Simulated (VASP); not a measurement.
# Bi (Im-3m) in VASP: notebook

Runs on Bi. Level: PBEsol. Tasks: single point.

All numbers are computed with VASP 6.6.1; they aren't measurements. Logs are shortened: lines on timing, memory, paths and dates and some standing lists are left out, and cuts for length are marked.

### 1 The cell of the first run

The structure is cubic, space group Im-3m (No. 229). Conventional cell: a = 3.497 Å, b = 3.497 Å, c = 3.497 Å, α = 90.00°, β = 90.00°, γ = 90.00°. Within 4.0 Å of Bi (site symmetry m-3m) lie 14 Bi at 3.03 to 3.50 Å.

This isn't the form of Bi at room conditions, which is rhombohedral.

### 2 Single point, PBEsol

The input, INCAR:

```
SYSTEM = Bi
  PREC = Accurate
  ENCUT = 500
  EDIFF = 1E-6
  ISMEAR = -1
  SIGMA = 0.1
  LREAL = .FALSE.
  LASPH = .TRUE.
  NELM = 120
  ALGO = Normal
  ISIF = 2
  LWAVE = .FALSE.
  LCHARG = .FALSE.
  GGA = PS
  NBANDS = 14
  GGA_COMPAT = .FALSE.
```

The input, KPOINTS:

```
Automatic mesh
0
G
  9 9 9
  0 0 0
```

The input, POSCAR:

```
Bi
1.0
   -1.7486788758      1.7486788758      1.7486788758
    1.7486788758     -1.7486788758      1.7486788758
    1.7486788758      1.7486788758     -1.7486788758
Bi
1
Direct
    0.0000000000      0.0000000000      0.0000000000
```

Potentials or basis: VASP PAW PBE potentials, release 64 (Bi_d).

Run with:

```console
> cat potpaw_PBE.64/Bi_d/POTCAR > POTCAR
> mpirun -np 1 vasp_std > vasp.out
```

OUTCAR:

```text
SYSTEM = Bi
   PREC = Accurate
   ENCUT = 500
   EDIFF = 1E-6
   ISMEAR = -1
   LREAL = .FALSE.
   LASPH = .TRUE.
   NELM = 120
   ISIF = 2
   GGA = PS

 ion  position               nearest neighbor table
   1  0.000  0.000  0.000-

  LATTYP: Found a body centered cubic cell.
 ALAT       =     3.4973577516

  Lattice vectors:

 A1 = (  -1.7486788758,   1.7486788758,   1.7486788758)
 A2 = (   1.7486788758,  -1.7486788758,   1.7486788758)
 A3 = (   1.7486788758,   1.7486788758,  -1.7486788758)

Analysis of symmetry for initial positions (statically):
=====================================================================
 Subroutine PRICEL returns:
 Original cell was already a primitive cell.

 Routine SETGRP: Setting up the symmetry group for a
 body centered cubic supercell.

 Subroutine GETGRP returns: Found 48 space group operations
 (whereof 48 operations were pure point group operations)
 out of a pool of 48 trial point group operations.

The static configuration has the point symmetry O_h .

Analysis of symmetry for dynamics (positions and initial velocities):
=====================================================================
 Subroutine PRICEL returns:
 Original cell was already a primitive cell.

 Routine SETGRP: Setting up the symmetry group for a
 body centered cubic supercell.

 Subroutine GETGRP returns: Found 48 space group operations
 (whereof 48 operations were pure point group operations)
 out of a pool of 48 trial point group operations.

The dynamic configuration has the point symmetry O_h .

 Subroutine INISYM returns: Found 48 space group operations
 (whereof 48 operations are pure point group operations),
 and found     1 'primitive' translations

----------------------------------------------------------------------------------------

                                     Primitive cell

  volume of cell :      21.3890

  direct lattice vectors                    reciprocal lattice vectors
    -1.748678876  1.748678876  1.748678876     0.000000000  0.285930142  0.285930142
     1.748678876 -1.748678876  1.748678876     0.285930142  0.000000000  0.285930142
     1.748678876  1.748678876 -1.748678876     0.285930142  0.285930142  0.000000000

  length of vectors
     3.028800659  3.028800659  3.028800659     0.404366285  0.404366285  0.404366285

  position of ions in fractional coordinates (direct lattice)
     0.000000000  0.000000000  0.000000000

  ion indices of the primitive-cell ions
   primitive index   ion index
                 1           1

----------------------------------------------------------------------------------------

 KPOINTS: Automatic mesh

Automatic generation of k-mesh.
 Grid dimensions read from file:
 generate k-points for:    9    9    9

 Generating k-lattice:

  Cartesian coordinates                     Fractional coordinates (reciprocal lattice)
     0.000000000  0.031770016  0.031770016     0.111111111  0.000000000  0.000000000
     0.031770016  0.000000000  0.031770016     0.000000000  0.111111111  0.000000000
     0.031770016  0.031770016  0.000000000     0.000000000  0.000000000  0.111111111

  Length of vectors
     0.044929587  0.044929587  0.044929587

  Shift w.r.t. Gamma in fractional coordinates (k-lattice)
     0.000000000  0.000000000  0.000000000

 Subroutine IBZKPT returns following result:
 ===========================================

 Found     35 irreducible k-points:

 Following reciprocal coordinates:
            Coordinates               Weight
  0.000000  0.000000  0.000000      1.000000
  0.111111  0.000000  0.000000     12.000000
  0.222222  0.000000  0.000000     12.000000
  0.333333  0.000000  0.000000     12.000000
  0.444444  0.000000  0.000000     12.000000
  0.111111  0.111111  0.000000     24.000000
[... 16 lines left out ...]
 -0.333333  0.444444  0.111111     48.000000
 -0.444444 -0.444444  0.111111     24.000000
 [... further k-points ...]
   k-points           NKPTS =     35   k-points in BZ     NKDIM =     35   number of bands    NBANDS=     14
   number of dos      NEDOS =    301   number of ions     NIONS =      1
   total plane-waves  NPLWV =  13824
   dimension x,y,z NGX =    24 NGY =   24 NGZ =   24
   dimension x,y,z NGXF=    48 NGYF=   48 NGZF=   48
   ions per type =               1
   NGX,Y,Z   is equivalent  to a cutoff of  13.17, 13.17, 13.17 a.u.
   NGXF,Y,Z  is equivalent  to a cutoff of  26.35, 26.35, 26.35 a.u.
 SYSTEM =  Bi
   PREC   = accura    normal or accurate (medium, high low for compatibility)
   ISTART =      0    job   : 0-new  1-cont  2-samecut
   ICHARG =      2    charge: 1-file 2-atom 10-const
   ISPIN  =      1    spin polarized calculation?
   LNONCOLLINEAR =      F non collinear calculations
   LSORBIT =      F    spin-orbit coupling
   LASPH  =      T    aspherical Exc in radial PAW
   ENCUT  =  500.0 eV  36.75 Ry    6.06 a.u.   5.52  5.52  5.52*2*pi/ulx,y,z
   NELM   =    120;   NELMIN=  2; NELMDL= -5     # of ELM steps
   EDIFF  = 0.1E-05   stopping-criterion for ELM
   LREAL  =      F    real-space projection
   EDIFFG = 0.1E-04   stopping-criterion for IOM
   NSW    =      0    number of steps for IOM
   IBRION =     -1    ionic relax: 0-MD 1-quasi-New 2-CG
   NFREE  =      0    steps in history (QN), initial steepest desc. (CG)
   ISIF   =      2    stress and relaxation
   ISYM   =      2    0-nonsym 1-usesym 2-fastsym
   POTIM  = 0.5000    time-step for ionic-motion
   TEBEG  =    0.0;   TEEND  =   0.0 temperature during run
   PSTRESS=    0.0 pullay stress
   NELECT =      15.0000    total number of electrons
   NUPDOWN=      -1.0000    fix difference up-down
   EMIN   =  10.00;   EMAX   =-10.00  energy-range for DOS
   EFERMI =   0.00;   METHOD = LEGACY
   ISMEAR =    -1;   SIGMA  =   0.10  broadening in eV -4-tet -1-fermi 0-gaus
   EFERMI_NEDOS =   21; number of points for ismear=-14 and -15
   IALGO  =     38    algorithm
   IMIX   =      4    mixing-type and parameters
     AMIX     =   0.40;   BMIX     =  1.00
     AMIX_MAG =   1.60;   BMIX_MAG =  1.00
  volume/ion in A,a.u.               =      21.39       144.34
  Fermi-wavevector in a.u.,A,eV,Ry     =   1.454483  2.748574 28.783391  2.115520
  Thomas-Fermi vector in A             =   2.571628
   LORBIT       =      0    0 simple, 1 ext, 2 COOP (PROOUT), +10 PAW based schemes
   GGA     = PS    functional components
   LHFCALC =     F    Hartree Fock is set to
   AEXX    =    0.0000 exact exchange contribution
   IVDW    =     0    specifies the selected vdW correction
   LEPSILON=     F    determine dielectric tensor
   LRPA    =     F    only Hartree local field effects (RPA)
 non-spin polarized calculation
  energy-cutoff  :      500.00
  volume of cell :       21.39
 maximum number of plane-waves:       559
 NGX is ok and might be reduce to    24
   NGX = 11   NGY = 11   NGZ = 11

 number of electron      15.0000003 magnetization

 Free energy of the ion-electron system (eV)
  ---------------------------------------------------
  ext. energy  EPLUGINS =         0.00000000
  ---------------------------------------------------
  free energy    TOTEN  =        -3.36943551 eV

  energy without entropy =       -3.36123444  energy(sigma->0) =       -3.36533497

 E-fermi :  13.4893     XC(G=0): -12.3565

 val. band max:       13.2916983765   @ k =   0.3333   0.2222   0.1111
 cond. band min:      13.6613253295   @ k =   0.2222   0.2222   0.1111
 fundamental gap:      0.3696269530
 Fermi energy:        13.4892779608

 k-point     1 :       0.0000    0.0000    0.0000
  band No.  band energies     occupation
      1     -10.1955      2.00000
      2     -10.1955      2.00000
      3     -10.1955      2.00000
      4      -9.7832      2.00000
      5      -9.7832      2.00000
      6      -3.5444      2.00000
      7      21.7981      0.00000
      8      21.7981      0.00000
      9      21.7981      0.00000
     10      23.5884      0.00000
     11      23.5884      0.00000
     12      23.5884      0.00000
     13      28.0107      0.00000
     14      28.0107      0.00000

 k-point     2 :       0.1111    0.0000    0.0000
  band No.  band energies     occupation
      1     -10.2132      2.00000
      2     -10.1761      2.00000
      3     -10.1206      2.00000
      4      -9.8025      2.00000
      5      -9.7847      2.00000
      6      -3.2036      2.00000
      7      18.7889      0.00000
      8      20.6060      0.00000
      9      21.0870      0.00000
     10      22.7788      0.00000
     11      23.3070      0.00000
     12      23.6653      0.00000
     13      28.1099      0.00000
     14      28.7756      0.00000

 k-point     3 :       0.2222    0.0000    0.0000
  band No.  band energies     occupation
      1     -10.2579      2.00000
      2     -10.1488      2.00000
      3      -9.9265      2.00000
      4      -9.8360      2.00000
      5      -9.7881      2.00000
      6      -2.1720      2.00000
      7      14.1332      0.00319
      8      18.5305      0.00000
      9      19.5759      0.00000
     10      21.9252      0.00000
     11      22.8053      0.00000
     12      24.6601      0.00000
     13      28.1007      0.00000
     14      30.6917      0.00000
[... 324 lines left out ...]
 k-point    23 :      -0.3333    0.4444    0.1111
  band No.  band energies     occupation
      1     -10.1866      2.00000
      2     -10.0934      2.00000
      3      -9.9085      2.00000
      4      -9.8472      2.00000
      5      -9.6310      2.00000
      6       1.4329      2.00000
      7       8.7105      2.00000
      8      12.5274      1.99987
      9      17.5079      0.00000
     10      21.5642      0.00000
     11      23.1128      0.00000
     12      26.5347      0.00000
     13      27.2769      0.00000
     14      31.4550      0.00000

 k-point    24 :      -0.4444   -0.4444    0.1111
  band No.  band energies     occupation
      1     -10.1983      2.00000
      2     -10.1098      2.00000
      3      -9.9292      2.00000
      4      -9.8152      2.00000
      5      -9.5667      2.00000
      6       2.8900      2.00000
      7       6.7118      2.00000
      8      12.0413      2.00000
      9      17.2936      0.00000
     10      22.2585      0.00000
     11      24.0214      0.00000
     12      24.2771      0.00000
     13      27.0071      0.00000
     14      33.9562      0.00000

 [... further k-points ...]
[... 5 lines left out ...]
  --------------------------------------------------------------------------------------
  -------------------------------------------------------------------------------------
  Total        6.0006361      6.0006361      6.0006361      0.0000000      0.0000000      0.0000000
  in kB      449.4875716    449.4875716    449.4875716      0.0000000      0.0000000      0.0000000
  external PRESSURE =     449.4875716 kB  Pullay stress =       0.0000000 kB

 VOLUME and BASIS-vectors are now :
 -----------------------------------------------------------------------------
  energy-cutoff  :      500.00
  volume of cell :       21.39
      direct lattice vectors                 reciprocal lattice vectors
    -1.748678876  1.748678876  1.748678876     0.000000000  0.285930142  0.285930142
     1.748678876 -1.748678876  1.748678876     0.285930142  0.000000000  0.285930142
     1.748678876  1.748678876 -1.748678876     0.285930142  0.285930142  0.000000000

 POSITION                                       TOTAL-FORCE (eV/Angst)
 -----------------------------------------------------------------------------------
      0.00000      0.00000      0.00000         0.000000      0.000000      0.000000
 -----------------------------------------------------------------------------------
    total drift:                                0.000000      0.000000      0.000000

  FREE ENERGIE OF THE ION-ELECTRON SYSTEM (eV)
  ---------------------------------------------------
  free  energy   TOTEN  =        -3.3694355070 eV

  energy  without entropy=       -3.3612344354  energy(sigma->0) =       -3.36533497
```

Wall time 6.7 s (1 thread of Intel Xeon Platinum 8488C (Sapphire Rapids), shared host); peak memory 0.13 GiB.

Results:

- Free energy: -3.3694 eV
- Pressure: 44.9 GPa
- Band gap on the k mesh: zero (an odd number of electrons rules out a gap without spin polarisation)

Levels at points of the mesh, in eV from the Fermi level:
| k point | band 3 | band 4 | band 5 | band 6 | band 7 | band 8 | band 9 | band 10 | band 11 | band 12 |
| --- | --- | --- | --- | --- | --- | --- | --- | --- | --- | --- |
| (0.00, 0.00, 0.00) | -23.68 | -23.27 | -23.27 | -17.03 | 8.31 | 8.31 | 8.31 | 10.10 | 10.10 | 10.10 |

Caveat: the cell stands under pressure; the PAW data sets were made with another functional, which shifts forces and pressure a little; spin-orbit coupling is left out, which moves the levels of the heavy elements.

### 3 Single point, PBEsol

This run uses another cell than the first one, of 22.94 Å³/atom.

The input, INCAR:

```
PREC = Accurate
ENCUT = 500
EDIFF = 1E-6
ISMEAR = -1
SIGMA = 0.1
LREAL = False
LASPH = True
NELM = 120
ALGO = Normal
ISIF = 2
LWAVE = False
LCHARG = False
GGA = PS
NBANDS = 14
GGA_COMPAT = False
```

The input, KPOINTS:

```
regular mesh
0
Gamma
  9 9 9
```

The input, POSCAR:

```
Bi
1.0
   -1.7899884484      1.7899884484      1.7899884484
    1.7899884484     -1.7899884484      1.7899884484
    1.7899884484      1.7899884484     -1.7899884484
Bi
1
Direct
    0.0000000000      0.0000000000      0.0000000000
```

Potentials or basis: VASP PAW PBE potentials, release 64 (Bi_d).

Run with:

```console
> cat potpaw_PBE.64/Bi_d/POTCAR > POTCAR
> mpirun -np 1 vasp_std > vasp.out
```

OUTCAR:

```text
PREC = Accurate
   ENCUT = 500
   EDIFF = 1E-6
   ISMEAR = -1
   LREAL = False
   LASPH = True
   NELM = 120
   ISIF = 2
   GGA = PS

 ion  position               nearest neighbor table
   1  0.000  0.000  0.000-

  LATTYP: Found a body centered cubic cell.
 ALAT       =     3.5799768968

  Lattice vectors:

 A1 = (  -1.7899884484,   1.7899884484,   1.7899884484)
 A2 = (   1.7899884484,  -1.7899884484,   1.7899884484)
 A3 = (   1.7899884484,   1.7899884484,  -1.7899884484)

Analysis of symmetry for initial positions (statically):
=====================================================================
 Subroutine PRICEL returns:
 Original cell was already a primitive cell.

 Routine SETGRP: Setting up the symmetry group for a
 body centered cubic supercell.

 Subroutine GETGRP returns: Found 48 space group operations
 (whereof 48 operations were pure point group operations)
 out of a pool of 48 trial point group operations.

The static configuration has the point symmetry O_h .

[... 164 lines left out ...]
 k-point     1 :       0.0000    0.0000    0.0000
  band No.  band energies     occupation
      1     -11.2321      2.00000
      2     -11.2321      2.00000
      3     -11.2321      2.00000
      4     -10.8957      2.00000
      5     -10.8957      2.00000
      6      -3.9960      2.00000
      7      19.8680      0.00000
      8      19.8680      0.00000
      9      19.8680      0.00000
     10      22.4927      0.00000
     11      22.4927      0.00000
     12      22.4927      0.00000
     13      26.0111      0.00000
     14      26.1516      0.00000
[... 377 lines left out ...]
      1     -11.2277      2.00000
      2     -11.1521      2.00000
      3     -11.0116      2.00000
      4     -10.9190      2.00000
      5     -10.7185      2.00000
      6       1.7891      2.00000
      7       5.9837      2.00000
      8      10.9239      2.00000
      9      15.8446      0.00000
     10      20.7358      0.00000
     11      22.3974      0.00000
     12      22.9094      0.00000
     13      25.3359      0.00000
     14      32.1874      0.00000

 [... further k-points ...]

------------------------ aborting loop because EDIFF is reached ----------------------------------------

  FORCE on cell =-STRESS in cart. coord.  units (eV):
  Direction    XX          YY          ZZ          XY          YZ          ZX
  --------------------------------------------------------------------------------------
  -------------------------------------------------------------------------------------
  Total        4.2839950      4.2839950      4.2839950     -0.0000000     -0.0000000      0.0000000
  in kB      299.1912345    299.1912345    299.1912345     -0.0000000     -0.0000000      0.0000000
  external PRESSURE =     299.1912345 kB  Pullay stress =       0.0000000 kB

 VOLUME and BASIS-vectors are now :
 -----------------------------------------------------------------------------
  energy-cutoff  :      500.00
  volume of cell :       22.94
      direct lattice vectors                 reciprocal lattice vectors
    -1.789988448  1.789988448  1.789988448     0.000000000  0.279331412  0.279331412
     1.789988448 -1.789988448  1.789988448     0.279331412  0.000000000  0.279331412
     1.789988448  1.789988448 -1.789988448     0.279331412  0.279331412  0.000000000

 POSITION                                       TOTAL-FORCE (eV/Angst)
 -----------------------------------------------------------------------------------
      0.00000      0.00000      0.00000         0.000000     -0.000000      0.000000
 -----------------------------------------------------------------------------------
    total drift:                                0.000000      0.000000      0.000000

  FREE ENERGIE OF THE ION-ELECTRON SYSTEM (eV)
  ---------------------------------------------------
  free  energy   TOTEN  =        -3.7291635931 eV

  energy  without entropy=       -3.7197911361  energy(sigma->0) =       -3.72447736
```

OSZICAR:

```text
N       E                     dE             d eps       ncg     rms          rms(c)
DAV:   1     0.111286220666E+03    0.11129E+03   -0.74758E+03   986   0.132E+03
DAV:   2     0.233201436440E+01   -0.10895E+03   -0.10480E+03  1058   0.341E+02
DAV:   3    -0.361877987208E+01   -0.59508E+01   -0.59282E+01  1266   0.765E+01
DAV:   4    -0.374333357799E+01   -0.12455E+00   -0.12453E+00  1234   0.115E+01
DAV:   5    -0.374805414027E+01   -0.47206E-02   -0.47204E-02  1402   0.210E+00    0.766E-01
DAV:   6    -0.373517387869E+01    0.12880E-01   -0.86838E-03  1392   0.152E+00    0.405E-01
DAV:   7    -0.372943325310E+01    0.57406E-02   -0.54415E-03  1574   0.121E+00    0.728E-02
DAV:   8    -0.372917100022E+01    0.26225E-03   -0.40056E-04  1304   0.317E-01    0.679E-03
DAV:   9    -0.372916475525E+01    0.62450E-05   -0.13291E-05  1298   0.611E-02    0.446E-03
DAV:  10    -0.372916357917E+01    0.11761E-05   -0.60552E-07   946   0.910E-03    0.587E-04
DAV:  11    -0.372916359307E+01   -0.13896E-07   -0.29807E-07   790   0.892E-03
   1 F= -.37291636E+01 E0= -.37244774E+01  d E =-.937246E-02
```

stdout:

```text
POSCAR found type information on POSCAR Bi
 POSCAR found :  1 types and       1 ions
 scaLAPACK will be used
 -----------------------------------------------------------------------------
|                                                                             |
|                                                                             |
|     You enforced a specific xc type in the INCAR file but a different       |
|     I HOPE YOU KNOW WHAT YOU ARE DOING!                                     |
|                                                                             |
 -----------------------------------------------------------------------------

 LDA part: xc-table for (Slater+PW92), standard interpolation
 POSCAR, INCAR and KPOINTS ok, starting setup
 FFT: planning ... GRIDC
 FFT: planning ... GRID_SOFT
 FFT: planning ... GRID
 WAVECAR not read
 entering main loop
```

Run time: 6 s. Hardware: 1 thread of Intel Xeon Platinum 8488C (Sapphire Rapids), shared host; peak memory 0.14 GiB.

What came out:

```yaml
Free_energy: -3.7292 eV
Pressure: 29.9 GPa
Band_gap_on_the_k_mesh: zero (an odd number of electrons rules out a gap without spin polarisation)
```

Levels at points of the mesh, in eV from the Fermi level:
```tsv
k point	band 3	band 4	band 5	band 6	band 7	band 8	band 9	band 10	band 11	band 12
(0.00, 0.00, 0.00)	-23.55	-23.21	-23.21	-16.31	7.55	7.55	7.55	10.18	10.18	10.18
```

Caveat: the cell stands under pressure; the PAW data sets were made with another functional, which shifts forces and pressure a little; spin-orbit coupling is left out, which moves the levels of the heavy elements.

(Part 1 of 2 ends here.)

The gap in the log of VASP goes by the Fermi energy; the results here count the filled bands.